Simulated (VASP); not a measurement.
# Tc (P6_3/mmc) in VASP: a series of runs

Aim: see how the results for Tc move with the level of theory and the settings. Levels: PBEsol+D4, r2SCAN. Tasks: relaxation of cell and atoms, single point.

Everything below comes from runs of VASP 6.6.1. Logs are shortened: lines on timing, memory, paths and dates and some standing lists are left out, and cuts for length are marked.

### 1 The cell of the first run

Symmetry: P6_3/mmc, No. 194, hexagonal system. The conventional cell has a = 2.740 Å, b = 2.740 Å, c = 4.398 Å, α = 90.00°, β = 90.00°, γ = 120.00°. Tc (site symmetry -6m2) has 12 Tc at 2.71 to 2.74 Å within 3.6 Å.

### 2 Relaxation of cell and atoms, PBEsol+D4

Contents of INCAR:

```
PREC = Accurate
ENCUT = 600
EDIFF = 1E-6
ISMEAR = -1
SIGMA = 0.05
LREAL = False
LASPH = True
NELM = 80
ALGO = Normal
ISIF = 3
LWAVE = False
LCHARG = False
GGA = PS
IVDW = 13
IBRION = 2
NSW = 60
EDIFFG = -0.01
```

Contents of KPOINTS:

```
Automatic mesh
0
Gamma
  11 11 6
```

Contents of POSCAR:

```
Tc
1.0
    2.7400000000      0.0000000000      0.0000000000
   -1.3700000000      2.3729096064      0.0000000000
    0.0000000000      0.0000000000      4.3980000000
Tc
2
Direct
    0.6666666667      0.3333333333      0.7500000000
    0.3333333333      0.6666666667      0.2500000000
```

Potentials or basis: VASP PAW PBE potentials, release 64 (Tc_pv).

Launch:

```
$ cat potpaw_PBE.64/Tc_pv/POTCAR > POTCAR
$ mpirun -np 1 vasp_std > vasp.out
```

OUTCAR:

```text
PREC = Accurate
   ENCUT = 600
   EDIFF = 1E-6
   ISMEAR = -1
   LREAL = False
   LASPH = True
   NELM = 80
   ISIF = 3
   GGA = PS
   IVDW = 13
   IBRION = 2
   NSW = 60
   EDIFFG = -0.01

 ion  position               nearest neighbor table
   1  0.667  0.333  0.750-   2 2.71   2 2.71   2 2.71   2 2.71   2 2.71   2 2.71
   2  0.333  0.667  0.250-   1 2.71   1 2.71   1 2.71   1 2.71   1 2.71   1 2.71

  LATTYP: Found a hexagonal cell.
 ALAT       =     2.7400000000
 C/A-ratio  =     1.6051094891

  Lattice vectors:

 A1 = (   2.7400000000,   0.0000000000,   0.0000000000)
 A2 = (  -1.3700000000,   2.3729096064,   0.0000000000)
 A3 = (   0.0000000000,   0.0000000000,   4.3980000000)

Analysis of symmetry for initial positions (statically):
=====================================================================
 Subroutine PRICEL returns:
 Original cell was already a primitive cell.

 Routine SETGRP: Setting up the symmetry group for a
 hexagonal supercell.

 Subroutine GETGRP returns: Found 24 space group operations
 (whereof 12 operations were pure point group operations)
 out of a pool of 24 trial point group operations.

The static configuration has the point symmetry D_3d.
 The point group associated with its full space group is D_6h.

Analysis of symmetry for dynamics (positions and initial velocities):
=====================================================================
 Subroutine PRICEL returns:
 Original cell was already a primitive cell.

 Routine SETGRP: Setting up the symmetry group for a
 hexagonal supercell.

 Subroutine GETGRP returns: Found 24 space group operations
 (whereof 12 operations were pure point group operations)
 out of a pool of 24 trial point group operations.

The dynamic configuration has the point symmetry D_3d.
 The point group associated with its full space group is D_6h.

 Subroutine INISYM returns: Found 24 space group operations
 (whereof 12 operations are pure point group operations),
 and found     1 'primitive' translations

----------------------------------------------------------------------------------------

                                     Primitive cell

  volume of cell :      28.5948

  direct lattice vectors                    reciprocal lattice vectors
     2.740000000  0.000000000  0.000000000     0.364963504  0.210711777  0.000000000
    -1.370000000  2.372909606  0.000000000     0.000000000  0.421423554  0.000000000
     0.000000000  0.000000000  4.398000000     0.000000000  0.000000000  0.227376080

  length of vectors
     2.740000000  2.740000000  4.398000000     0.421423554  0.421423554  0.227376080

[... 67 lines left out ...]
   ions per type =               2
   NGX,Y,Z   is equivalent  to a cutoff of  14.56, 14.56, 13.61 a.u.
   NGXF,Y,Z  is equivalent  to a cutoff of  29.12, 29.12, 27.22 a.u.
 SYSTEM =  unknown system
   PREC   = accura    normal or accurate (medium, high low for compatibility)
   ISTART =      0    job   : 0-new  1-cont  2-samecut
   ICHARG =      2    charge: 1-file 2-atom 10-const
   ISPIN  =      1    spin polarized calculation?
   LNONCOLLINEAR =      F non collinear calculations
   LSORBIT =      F    spin-orbit coupling
   LASPH  =      T    aspherical Exc in radial PAW
   ENCUT  =  600.0 eV  44.10 Ry    6.64 a.u.   5.47  5.47  8.78*2*pi/ulx,y,z
   NELM   =     80;   NELMIN=  2; NELMDL= -5     # of ELM steps
   EDIFF  = 0.1E-05   stopping-criterion for ELM
   LREAL  =      F    real-space projection
   EDIFFG = -.1E-01   stopping-criterion for IOM
   NSW    =     60    number of steps for IOM
   IBRION =      2    ionic relax: 0-MD 1-quasi-New 2-CG
   NFREE  =      1    steps in history (QN), initial steepest desc. (CG)
   ISIF   =      3    stress and relaxation
   ISYM   =      2    0-nonsym 1-usesym 2-fastsym
   POTIM  = 0.5000    time-step for ionic-motion
   TEBEG  =    0.0;   TEEND  =   0.0 temperature during run
   PSTRESS=    0.0 pullay stress
   NELECT =      26.0000    total number of electrons
   NUPDOWN=      -1.0000    fix difference up-down
   EMIN   =  10.00;   EMAX   =-10.00  energy-range for DOS
   EFERMI =   0.00;   METHOD = LEGACY
   ISMEAR =    -1;   SIGMA  =   0.05  broadening in eV -4-tet -1-fermi 0-gaus
   EFERMI_NEDOS =   21; number of points for ismear=-14 and -15
   IALGO  =     38    algorithm
   IMIX   =      4    mixing-type and parameters
     AMIX     =   0.40;   BMIX     =  1.00
     AMIX_MAG =   1.60;   BMIX_MAG =  1.00
  volume/ion in A,a.u.               =      14.30        96.48
  Fermi-wavevector in a.u.,A,eV,Ry     =   1.586002  2.997108 34.224109  2.515401
  Thomas-Fermi vector in A             =   2.685380
   LORBIT       =      0    0 simple, 1 ext, 2 COOP (PROOUT), +10 PAW based schemes
   GGA     = PS    functional components
   LHFCALC =     F    Hartree Fock is set to
   AEXX    =    0.0000 exact exchange contribution
   IVDW    =    13    specifies the selected vdW correction
   LEPSILON=     F    determine dielectric tensor
   LRPA    =     F    only Hartree local field effects (RPA)
 conjugate gradient relaxation of ions
 non-spin polarized calculation
  energy-cutoff  :      600.00
  volume of cell :       28.59
 maximum number of plane-waves:       977
 NGX is ok and might be reduce to    24
   NGX = 11   NGY = 11   NGZ = 17

--------------------------------------- Ionic step        1  -------------------------------------------

 number of electron      26.0000001 magnetization

 Free energy of the ion-electron system (eV)
  ---------------------------------------------------
  ext. energy  EPLUGINS =         0.00000000
  ---------------------------------------------------
  free energy    TOTEN  =       -22.52843947 eV

  energy without entropy =      -22.51167453  energy(sigma->0) =      -22.52005700

------------------------ aborting loop because EDIFF is reached ----------------------------------------

  DFT-D4 for vdW energy calculation

  Edisp (eV):   -0.70459
[... 111 lines left out ...]
--------------------------------------- Ionic step        4  -------------------------------------------

 number of electron      26.0000002 magnetization

 Free energy of the ion-electron system (eV)
  ---------------------------------------------------
  ext. energy  EPLUGINS =         0.00000000
  ---------------------------------------------------
  free energy    TOTEN  =       -22.53936375 eV

  energy without entropy =      -22.52301500  energy(sigma->0) =      -22.53118937

 E-fermi :  13.1016     XC(G=0): -14.1476

 val. band max:       13.0872953190   @ k =   0.0909   0.0909   0.0000
 cond. band min:      13.1021685542   @ k =   0.3636   0.2727   0.5000
 fundamental gap:      0.0148732352
 Fermi energy:        13.1016093439

 k-point     1 :       0.0000    0.0000    0.0000
  band No.  band energies     occupation
      1     -26.3724      2.00000
      2     -25.1296      2.00000
      3     -25.1296      2.00000
      4     -24.9224      2.00000
      5     -24.9224      2.00000
      6     -24.8760      2.00000
[... 457 lines left out ...]
      4     -25.2634      2.00000
      5     -25.0517      2.00000
      6     -25.0049      2.00000
[... 9 lines left out ...]
     16      14.1556      0.00000
     17      16.1471      0.00000

 [... further k-points ...]

------------------------ aborting loop because EDIFF is reached ----------------------------------------

  DFT-D4 for vdW energy calculation

  Edisp (eV):   -0.72665
[... 25 lines left out ...]
  FREE ENERGIE OF THE ION-ELECTRON SYSTEM (eV)
  ---------------------------------------------------
  free  energy   TOTEN  =       -23.2660144347 eV

  energy  without entropy=      -23.2496656836  energy(sigma->0) =      -23.25784006

 reached required accuracy - stopping structural energy minimisation
```

OSZICAR:

```text
N       E                     dE             d eps       ncg     rms          rms(c)
DAV:   1     0.325825478444E+03    0.32583E+03   -0.17958E+04  2176   0.179E+03
DAV:   2    -0.153635150129E+02   -0.34119E+03   -0.33775E+03  2386   0.475E+02
DAV:   3    -0.241359568505E+02   -0.87724E+01   -0.85814E+01  2659   0.857E+01
[... 30 lines left out ...]
DAV:   1    -0.225400044315E+02    0.19658E-03   -0.18747E-02  2246   0.167E+00    0.288E-01
DAV:   2    -0.225393769967E+02    0.62743E-03   -0.17927E-03  2251   0.446E-01    0.409E-02
DAV:   3    -0.225393495397E+02    0.27457E-04   -0.21304E-04  2386   0.141E-01    0.406E-02
DAV:   4    -0.225393631541E+02   -0.13614E-04   -0.97258E-06  2187   0.263E-02    0.316E-03
DAV:   5    -0.225393637465E+02   -0.59243E-06   -0.19868E-06  1381   0.136E-02
   4 F= -.23266014E+02 E0= -.23257840E+02  d E =-.329865E-01
```

It took 39 s on 1 thread of Intel Xeon Platinum 8559C (Emerald Rapids), shared host; peak memory 0.18 GiB.

Results:

| Quantity | Value |
| --- | --- |
| Free energy | -23.2660 eV |
| Relaxed volume | 13.82 Å³/atom |
| Relaxed cell | a = 2.709 Å, b = 2.709 Å, c = 4.348 Å, α = 90.00°, β = 90.00°, γ = 120.00° |
| Space group after relaxing (to 0.1 Å) | P6_3/mmc (No. 194) |
| Energy gained by relaxing | 16.5 meV/atom |
| Ionic steps | 4 |
| Pressure after relaxing | -0.1 GPa |
| Band gap on the k mesh | zero (bands 13 and 14 overlap by 3.28 eV) |
| Dispersion energy per atom | -0.363 eV |

Step by step:
```
step  energy change (eV)  largest force (eV/Å)  pressure (GPa)  volume (Å³)
   1              0.0000                0.0000          -10.69        28.59
   2              0.3324                0.0000           45.88        24.83
   3             -0.0329                0.0000           -0.54        27.68
   4             -0.0330                0.0000           -0.07        27.64
```

Final structure:
```
Tc
1.0
     2.70929    0.00000    0.00000
    -1.35465    2.34632    0.00000
     0.00000    0.00000    4.34813
Tc
2
Direct
  0.66667 0.33333 0.75000
  0.33333 0.66667 0.25000
```

Caveat: the PAW data sets were made with another functional, which shifts forces and pressure a little.

### 3 Single point, r2SCAN

This run uses another cell than the first one, of 14.87 Å³/atom.

Contents of POSCAR:

```
Tc
1.0
    2.7760567665      0.0000000000      0.0000000000
   -1.3880283832      2.4041356821      0.0000000000
    0.0000000000      0.0000000000      4.4558750580
Tc
2
Direct
    0.6666666667      0.3333333333      0.7500000000
    0.3333333333      0.6666666667      0.2500000000
```

Contents of INCAR.step1:

```
  PREC = Accurate
  ENCUT = 620
  ISMEAR = -1
  SIGMA = 0.05
  LREAL = F
  LASPH = T
  NELM = 120
  NBANDS = 22
  GGA = PE
  ALGO = Normal
  EDIFF = 1E-5
  LWAVE = T
  LCHARG = F
  GGA_COMPAT = F
```

Contents of INCAR.step2:

```
  PREC = Accurate
  ENCUT = 620
  EDIFF = 1E-6
  ISMEAR = -1
  SIGMA = 0.05
  LREAL = F
  LASPH = T
  NELM = 120
  ALGO = Normal
  ISIF = 2
  LWAVE = F
  LCHARG = F
  METAGGA = R2SCAN
  LMIXTAU = T
  NBANDS = 22
  ISTART = 1
  GGA_COMPAT = F
```

KPOINTS is that of step 2.

Potentials or basis: VASP PAW PBE potentials, release 64 (Tc_sv).

Launch:

```
$ cat potpaw_PBE.64/Tc_sv/POTCAR > POTCAR
$ cp INCAR.step1 INCAR
$ mpirun -np 1 vasp_std > vasp.out
$ cp INCAR.step2 INCAR
$ mpirun -np 1 vasp_std > vasp.out
```

Run time: 2.5 min. Hardware: 1 thread of Intel Xeon Platinum 8259CL at 2.50GHz (Skylake/Cascade Lake), shared host; peak memory 0.18 GiB.

It converged, with:

```yaml
Free_energy: -51.8782 eV
Pressure: -13.2 GPa
Band_gap_on_the_k_mesh: zero (bands 15 and 16 overlap by 3.06 eV)
```

Stress tensor (GPa, compression positive):
```
-13.26   0.00   0.00
  0.00 -13.26   0.00
  0.00   0.00 -13.11
```

Levels at points of the mesh, in eV from the Fermi level:
| k point | band 12 | band 13 | band 14 | band 15 | band 16 | band 17 | band 18 | band 19 |
| --- | --- | --- | --- | --- | --- | --- | --- | --- |
| (0.00, 0.00, 0.00) | -1.49 | -1.45 | -0.80 | -0.80 | -0.09 | -0.09 | 1.60 | 2.53 |
| (0.00, 0.00, 0.50) | -1.90 | -1.63 | -1.63 | -1.63 | -1.63 | 1.86 | 1.86 | 1.86 |

Caveat: the cell stands under tension; the PAW data sets were made with another functional, which shifts forces and pressure a little.

### 4 Single point, r2SCAN

Contents of POSCAR:

```
Tc
1.0
    2.7400000000      0.0000000000      0.0000000000
   -1.3700000000      2.3729096064      0.0000000000
    0.0000000000      0.0000000000      4.3980000000
Tc
2
Direct
    0.6666666667      0.3333333333      0.7500000000
    0.3333333333      0.6666666667      0.2500000000
```

Contents of INCAR.step1:

```
SYSTEM = Tc
  ALGO = Normal
  EDIFF = 1E-5
  ENCUT = 620
  GGA = PE
  GGA_COMPAT = .FALSE.
  ISMEAR = -1
  LASPH = .TRUE.
  LCHARG = .FALSE.
  LREAL = .FALSE.
  LWAVE = .TRUE.
  NBANDS = 22
  NELM = 120
  PREC = Accurate
  SIGMA = 0.05
```

Contents of INCAR.step2:

```
SYSTEM = Tc
  ALGO = Normal
  EDIFF = 1E-6
  ENCUT = 620
  GGA_COMPAT = .FALSE.
  ISIF = 2
  ISMEAR = -1
  ISTART = 1
  LASPH = .TRUE.
  LCHARG = .TRUE.
  LELF = .TRUE.
  LMIXTAU = .TRUE.
  LREAL = .FALSE.
  LVHAR = .TRUE.
  LWAVE = .FALSE.
  METAGGA = R2SCAN
  NBANDS = 22
  NELM = 120
  PREC = Accurate
  SIGMA = 0.05
```

Contents of KPOINTS:

```
k-points
0
G
  6 6 4
  0 0 0
```

Potentials or basis: VASP PAW PBE potentials, release 64 (Tc_sv).

Launch:

```
$ cat potpaw_PBE.64/Tc_sv/POTCAR > POTCAR
$ cp INCAR.step1 INCAR
$ mpirun -np 1 vasp_std > vasp.out
$ cp INCAR.step2 INCAR
$ mpirun -np 1 vasp_std > vasp.out
```

OUTCAR:

```text
SYSTEM = Tc
   EDIFF = 1E-6
   ENCUT = 620
   ISIF = 2
   ISMEAR = -1
   ISTART = 1
   LASPH = .TRUE.
   LREAL = .FALSE.
   METAGGA = R2SCAN
   NELM = 120
   PREC = Accurate

 ion  position               nearest neighbor table
   1  0.667  0.333  0.750-   2 2.71   2 2.71   2 2.71   2 2.71   2 2.71   2 2.71
   2  0.333  0.667  0.250-   1 2.71   1 2.71   1 2.71   1 2.71   1 2.71   1 2.71

  LATTYP: Found a hexagonal cell.
 ALAT       =     2.7400000000
 C/A-ratio  =     1.6051094891

  Lattice vectors:

[... 708 lines left out ...]
------------------------ aborting loop because EDIFF is reached ----------------------------------------

  FORCE on cell =-STRESS in cart. coord.  units (eV):
  Direction    XX          YY          ZZ          XY          YZ          ZX
  --------------------------------------------------------------------------------------
  -------------------------------------------------------------------------------------
  Total       -0.2043888     -0.2043888     -0.2801152      0.0000000      0.0000000      0.0000000
  in kB      -11.4519805    -11.4519805    -15.6949645      0.0000000      0.0000000      0.0000000
  external PRESSURE =     -12.8663085 kB  Pullay stress =       0.0000000 kB

 VOLUME and BASIS-vectors are now :
 -----------------------------------------------------------------------------
  energy-cutoff  :      620.00
  volume of cell :       28.59
      direct lattice vectors                 reciprocal lattice vectors
     2.740000000  0.000000000  0.000000000     0.364963504  0.210711777  0.000000000
    -1.370000000  2.372909606  0.000000000     0.000000000  0.421423554  0.000000000
     0.000000000  0.000000000  4.398000000     0.000000000  0.000000000  0.227376080

 POSITION                                       TOTAL-FORCE (eV/Angst)
 -----------------------------------------------------------------------------------
      1.37000      0.79097      3.29850         0.000000      0.000000      0.000000
     -0.00000      1.58194      1.09950        -0.000000     -0.000000      0.000000
 -----------------------------------------------------------------------------------
    total drift:                               -0.000000      0.000000     -0.000000

  FREE ENERGIE OF THE ION-ELECTRON SYSTEM (eV)
  ---------------------------------------------------
  free  energy   TOTEN  =       -51.8806856278 eV

  energy  without entropy=      -51.8625452323  energy(sigma->0) =      -51.87161543
```

OSZICAR.step1:

```text
N       E                     dE             d eps       ncg     rms          rms(c)
DAV:   1     0.282015627548E+03    0.28202E+03   -0.21220E+04   924   0.171E+03
DAV:   2    -0.647553854908E+00   -0.28266E+03   -0.27153E+03  1094   0.470E+02
DAV:   3    -0.213885784249E+02   -0.20741E+02   -0.20226E+02  1642   0.952E+01
DAV:   4    -0.218986444521E+02   -0.51007E+00   -0.50952E+00  1102   0.148E+01
DAV:   5    -0.219053164552E+02   -0.66720E-02   -0.66707E-02  1258   0.144E+00    0.171E+02
DAV:   6    -0.207271765147E+02    0.11781E+01   -0.26562E+00  1056   0.119E+01    0.894E+01
DAV:   7    -0.207107041739E+02    0.16472E-01   -0.78144E-01  1314   0.623E+00    0.946E+00
DAV:   8    -0.206864355199E+02    0.24269E-01   -0.10560E-01  1056   0.270E+00    0.768E-01
DAV:   9    -0.206866968544E+02   -0.26133E-03   -0.29228E-03  1268   0.443E-01    0.275E-01
DAV:  10    -0.206867339234E+02   -0.37069E-04   -0.15798E-04  1078   0.103E-01    0.140E-01
DAV:  11    -0.206867414596E+02   -0.75362E-05   -0.10776E-05   826   0.324E-02
   1 F= -.20686741E+02 E0= -.20676882E+02  d E =-.197182E-01
```

Run time: 44 s. Hardware: 1 thread of Intel Xeon Platinum 8488C (Sapphire Rapids), shared host; peak memory 0.16 GiB.

What came out:

```yaml
Free_energy: -51.8807 eV
Pressure: -1.3 GPa
Band_gap_on_the_k_mesh: zero (bands 15 and 16 overlap by 3.47 eV)
```

Levels at points of the mesh, in eV from the Fermi level:
```
           k point  band 12  band 13  band 14  band 15  band 16  band 17  band 18  band 19
(0.00, 0.00, 0.00)    -1.57    -1.53    -0.83    -0.83    -0.08    -0.08     1.73     2.69
(0.50, 0.00, 0.00)    -1.93    -1.18    -0.97    -0.50     3.09     3.49     3.53     5.56
(0.00, 0.00, 0.50)    -1.96    -1.71    -1.71    -1.71    -1.71     1.99     1.99     1.99
(0.50, 0.00, 0.50)    -3.85     0.19     0.19     1.50     1.50     3.35     3.35     4.59
```

Caveat: the k points lie up to 0.44 Å⁻¹ apart, too coarse for converged energies and pressures of a metal; the PAW data sets were made with another functional, which shifts forces and pressure a little.

### 5 Single point, r2SCAN

POSCAR is that of step 4.

Contents of INCAR.step1:

```
  PREC = Accurate
  ENCUT = 620
  ISMEAR = -1
  SIGMA = 0.05
  LREAL = False
  LASPH = True
  NELM = 120
  NBANDS = 22
  GGA = PE
  ALGO = Normal
  EDIFF = 1E-5
  LWAVE = True
  LCHARG = False
  GGA_COMPAT = False
```

Contents of INCAR.step2:

```
  PREC = Accurate
  ENCUT = 620
  EDIFF = 1E-6
  ISMEAR = -1
  SIGMA = 0.05
  LREAL = False
  LASPH = True
  NELM = 120
  ALGO = Normal
  ISIF = 2
  LWAVE = False
  LCHARG = False
  METAGGA = R2SCAN
  LMIXTAU = True
  NBANDS = 22
  ISTART = 1
  GGA_COMPAT = False
```

Contents of KPOINTS:

```
regular mesh
0
Gamma
  11 11 6
```

Launch:

```
$ cat potpaw_PBE.64/Tc_sv/POTCAR > POTCAR
$ cp INCAR.step1 INCAR
$ mpirun -np 1 vasp_std > vasp.out
$ cp INCAR.step2 INCAR
$ mpirun -np 1 vasp_std > vasp.out
```

Wall time 84 s (1 thread of Intel Xeon Platinum 8488C (Sapphire Rapids), shared host); peak memory 0.18 GiB.

The run converged. Its results:

- Free energy: -51.9314 eV
- Pressure: -2.1 GPa
- Band gap on the k mesh: zero (bands 15 and 16 overlap by 3.24 eV)

Stress tensor (GPa, compression positive):
```
-2.18  0.00  0.00
 0.00 -2.18  0.00
 0.00  0.00 -1.92
```

Levels at points of the mesh, in eV from the Fermi level:
```
           k point  band 13  band 14  band 15  band 16  band 17  band 18
(0.00, 0.00, 0.00)    -1.55    -0.85    -0.85    -0.10    -0.10     1.72
(0.00, 0.00, 0.50)    -1.73    -1.73    -1.73    -1.73     1.96     1.96
```

Caveat: the PAW data sets were made with another functional, which shifts forces and pressure a little.

### 6 Summary

| task | level | potentials or basis | cell | k mesh | cutoff (eV) | gap on the mesh (eV) | pressure (GPa) |
| --- | --- | --- | --- | --- | --- | --- | --- |
| relaxation of cell and atoms | PBEsol+D4 | VASP PAW PBE potentials, release 64 (Tc_pv) | relaxed from a = 2.740, b = 2.740, c = 4.398 Å, angles 90.0, 90.0, 120.0°, 2 atoms | 11 × 11 × 6 | 600 | none | -0.1 |
| single point | r2SCAN | VASP PAW PBE potentials, release 64 (Tc_sv) | a = 2.776, b = 2.776, c = 4.456 Å, angles 90.0, 90.0, 120.0°, 2 atoms | 11 × 11 × 6 | 620 | none | -13.2 |
| single point | r2SCAN | VASP PAW PBE potentials, release 64 (Tc_sv) | a = 2.740, b = 2.740, c = 4.398 Å, angles 90.0, 90.0, 120.0°, 2 atoms | 6 × 6 × 4 | 620 | none | -1.3 |
| single point | r2SCAN | VASP PAW PBE potentials, release 64 (Tc_sv) | a = 2.740, b = 2.740, c = 4.398 Å, angles 90.0, 90.0, 120.0°, 2 atoms | 11 × 11 × 6 | 620 | none | -2.1 |

Alike in all rows: no spin polarisation; smearing fermi-dirac 0.05 eV.

Caveats: some runs use coarse meshes; the PAW data sets were made with another functional, which shifts forces and pressure a little; the cell stands under tension (at least some runs).

Absolute energies hang on the potentials; compare differences alone.

The gap in the log of VASP goes by the Fermi energy; the results here count the filled bands.